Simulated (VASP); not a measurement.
# SnO2 (R-3m) in VASP: a series of runs, part 2 of 2

VASP 6.6.1.

## Step 5: Relaxation of cell and atoms, RPBE

File INCAR:

```
PREC = Accurate
ENCUT = 600
EDIFF = 1E-6
ISMEAR = -1
SIGMA = 0.05
LREAL = False
LASPH = True
NELM = 80
ALGO = Normal
ISIF = 3
LWAVE = False
LCHARG = False
GGA = RP
IBRION = 2
NSW = 60
EDIFFG = -0.01
```

File KPOINTS:

```
regular mesh
0
Gamma
  10 10 10
```

File POSCAR:

```
SnO2
1.0
    1.6170930752      0.9336291223      4.8005925840
   -1.6170930752      0.9336291223      4.8005925840
    0.0000000000     -1.8672582446      4.8005925840
Sn O
1 2
Direct
    0.5000000000      0.5000000000      0.5000000000
    0.7628300000      0.7628300000      0.7628300000
    0.2371700000      0.2371700000      0.2371700000
```

Potentials or basis: VASP PAW PBE potentials, release 64 (Sn_d, O).

On the command line:

```bash
$ cat potpaw_PBE.64/Sn_d/POTCAR potpaw_PBE.64/O/POTCAR > POTCAR
$ mpirun -np 1 vasp_std > vasp.out
```

Run time: 16 min. Hardware: 1 thread of Intel Xeon 6975P-C (Granite Rapids), shared host; peak memory 0.37 GiB.

It converged, with:

| Item | Value |
| --- | --- |
| Free energy | -17.1725 eV |
| Relaxed volume | 16.57 Å³/atom |
| Relaxed cell | a = 5.735 Å, b = 5.735 Å, c = 5.735 Å, α = 32.97°, β = 32.97°, γ = 32.97° |
| Space group after relaxing (to 0.05 Å) | R-3m (No. 166) |
| Energy gained by relaxing | 10.0 meV/atom |
| Ionic steps | 18 |
| Pressure after relaxing | 0.0 GPa |
| Largest force after relaxing | 0.005 eV/Å |
| Band gap on the k mesh | 2.17 eV, indirect (least direct gap 2.46 eV) |

Forces in eV/Å, atoms in the order of the input:
```
Sn   0.000  0.000  0.000
O    0.000  0.000 -0.005
O    0.000  0.000  0.005
```

Stress tensor (GPa, compression positive):
```
-0.06  0.00  0.00
 0.00 -0.06  0.00
 0.00  0.00  0.05
```

The path:
| step | energy change (eV) | largest force (eV/Å) | pressure (GPa) | volume (Å³) |
| --- | --- | --- | --- | --- |
| 1 | 0.0000 | 0.0857 | 2.99 | 43.49 |
| 2 | 0.0013 | 0.3343 | -2.68 | 45.21 |
| 3 | -0.0078 | 0.1226 | 0.13 | 44.30 |
| 4 | -0.0093 | 0.0954 | 0.14 | 44.46 |
| 5 | -0.0126 | 0.0143 | 0.18 | 44.93 |
| 6 | -0.0136 | 0.1498 | 0.22 | 45.88 |
| 7 | -0.0140 | 0.1008 | 0.18 | 45.59 |
| 8 | -0.0150 | 0.0963 | 0.19 | 45.71 |
| 9 | -0.0176 | 0.0846 | 0.11 | 46.08 |
| 10 | -0.0221 | 0.0615 | 0.02 | 46.83 |
| 11 | -0.0279 | 0.0234 | -0.04 | 48.31 |
| 12 | -0.0278 | 0.0219 | 0.00 | 51.24 |
| 13 | -0.0299 | 0.0199 | 0.09 | 49.63 |
| 14 | -0.0300 | 0.0129 | 0.05 | 49.90 |
| 15 | -0.0300 | 0.0153 | 0.05 | 49.81 |
| 16 | -0.0300 | 0.0172 | 0.05 | 49.73 |
| 17 | -0.0300 | 0.0085 | -0.10 | 49.72 |
| 18 | -0.0300 | 0.0053 | -0.02 | 49.72 |

Final structure:
```yaml
crystal:
  lattice:
    - [1.62755, 0.93967, 5.41884]
    - [-1.62755, 0.93967, 5.41884]
    - [0.00000, -1.87934, 5.41884]
  atoms:
    - { symbol: Sn, position: [0.50000, 0.50000, 0.50000] }
    - { symbol: O, position: [0.77064, 0.77064, 0.77064] }
    - { symbol: O, position: [0.22936, 0.22936, 0.22936] }
```

Levels at points of the mesh, in eV from the valence-band top:
| k point | band 9 | band 10 | band 11 | band 12 | band 13 | band 14 | band 15 | band 16 | band 17 |
| --- | --- | --- | --- | --- | --- | --- | --- | --- | --- |
| (0.00, 0.00, 0.00) | -1.18 | -1.18 | -0.80 | -0.80 | -0.29 | 2.17 | 5.82 | 10.31 | 11.08 |
| (0.50, 0.00, 0.00) | -4.00 | -2.82 | -1.22 | -0.46 | -0.28 | 5.22 | 7.59 | 10.12 | 12.26 |
| (0.50, 0.50, 0.00) | -4.07 | -2.84 | -1.12 | -0.42 | -0.08 | 5.11 | 7.11 | 10.56 | 11.38 |
| (0.50, 0.50, 0.50) | -1.20 | -1.20 | -0.81 | -0.79 | -0.79 | 2.84 | 5.63 | 10.52 | 11.14 |

Caveat: the PAW data sets were made with another functional, which shifts forces and pressure a little; spin-orbit coupling is left out, which moves the levels of the heavy elements.

## Step 6: Single point, PBEsol, non-collinear spin, zero start, spin-orbit coupling

File INCAR:

```
  PREC = Accurate
  ENCUT = 520
  EDIFF = 1E-7
  ISMEAR = -1
  SIGMA = 0.05
  LREAL = False
  LASPH = True
  NELM = 150
  ALGO = Normal
  ISIF = 2
  LWAVE = False
  LCHARG = True
  MAGMOM = 0 0 0 0 0 0 0 0 0
  LORBIT = 11
  LSORBIT = True
  GGA_COMPAT = False
  LORBMOM = True
  GGA = PS
  LVHAR = True
  NBANDS = 39
```

File KPOINTS:

```
Automatic mesh
0
Gamma
  7 7 7
```

POSCAR is that of step 5.

Potentials or basis: VASP PAW PBE potentials, release 64 (Sn_d, O).

On the command line:

```bash
$ cat potpaw_PBE.64/Sn_d/POTCAR potpaw_PBE.64/O/POTCAR > POTCAR
$ mpirun -np 1 vasp_ncl > vasp.out
```

Wall time 3.5 min (1 thread of Intel Xeon 6975P-C (Granite Rapids), shared host); peak memory 0.52 GiB.

Results (log left out):

* Free energy: -19.3349 eV
* Pressure: -4.6 GPa
* Largest force: 0.348 eV/Å
* Net moment: 0.00 μB per cell
* Valence electrons inside the program's atomic spheres: Sn 12.26; O 4.97

Forces in eV/Å, atoms in the order of the input:
```
Sn   0.000  0.000  0.000
O    0.000  0.000  0.348
O    0.000  0.000 -0.348
```

Stress tensor (GPa, compression positive):
```
-5.14  0.00  0.00
 0.00 -5.14  0.00
 0.00  0.00 -3.60
```

Moments on the atoms (μB; x, y, z):
```
Sn  0.00 0.00 0.00
O   0.00 0.00 0.00
O   0.00 0.00 0.00
```

Caveat: the PAW data sets were made with another functional, which shifts forces and pressure a little.

## Step 7: Summary

| task | level | potentials or basis | spin | cell | k mesh | cutoff (eV) | gap on the mesh (eV) | pressure (GPa) | largest force (eV/Å) |
| --- | --- | --- | --- | --- | --- | --- | --- | --- | --- |
| single point | PBEsol | VASP PAW PBE potentials, release 64 (Sn_d, O) | off | a = 5.151 Å, angles 36.6°, 3 atoms | 10 × 10 × 10 | 520 | 1.84 | -4.6 | 0.35 |
| single point | PBEsol | VASP PAW PBE potentials, release 64 (Sn_d, O) | off | a = 5.185 Å, angles 36.6°, 3 atoms | 10 × 10 × 10 | 520 | 1.73 | -7.1 | 0.54 |
| single point | LDA | VASP PAW LDA potentials, release 64 (Sn_d, O) | off | a = 5.185 Å, angles 36.6°, 3 atoms | 10 × 10 × 10 | 520 | 1.65 | -10.9 | 0.81 |
| relaxation of cell and atoms | RPBE | VASP PAW PBE potentials, release 64 (Sn_d, O) | off | relaxed from a = 5.151 Å, angles 36.6°, 3 atoms | 10 × 10 × 10 | 600 | 2.17 | 0.0 | 0.01 |
| single point | PBEsol | VASP PAW PBE potentials, release 64 (Sn_d, O) | non-collinear, zero start, SOC | a = 5.151 Å, angles 36.6°, 3 atoms | 7 × 7 × 7 | 520 | - | -4.6 | 0.35 |

Alike in all rows: smearing fermi-dirac 0.05 eV.

Caveats: the PAW data sets were made with another functional, which shifts forces and pressure a little (some runs); spin-orbit coupling is left out, which moves the levels of the heavy elements (some runs).

Total energies depend on the potentials used, so only differences within one code and one set of settings carry meaning.
